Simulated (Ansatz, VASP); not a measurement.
Te in VASP and in Ansatz

```
Te
1.0
     2.31042    1.33392    1.77595
    -2.31042    1.33392    1.77595
     0.00000   -2.66785    1.77595
Te
1
Cartesian
  0.0000 0.0000 2.6639
```

Alike in both runs: task single point; functional PBEsol; k mesh 15 × 15 × 15; occupations gaussian, width 0.15 eV; no spin polarisation.

|  | VASP | Ansatz |
| --- | --- | --- |
| version | VASP 6.6.1 | Ansatz 0.2.0 |
| potentials or method | VASP PAW PBE potentials, release 64 (Te), cutoff 520 eV | scalar-relativistic, plane waves, PAW |
| valence electrons in the cell | 6 | 16 |

```tsv
	VASP	Ansatz	Ansatz less VASP
gap on the k mesh at the Fermi level (eV)	none	none	-
pressure (GPa)	-2.8	-2.8	-0.01
traceless stress, the component that is largest in VASP (GPa)	0.30	0.31	+0.007
```

VASP's potentials were made for PBE, not for PBEsol. A gap of «none» marks a metal or a gap that the smearing closes. The functional is the same, so the differences come from potentials, cutoffs and numerics. VASP's potentials hold 6 valence electrons a cell and Ansatz's 16, so a difference there can come from the potentials and not from the codes.

Neither program's run includes spin-orbit coupling.
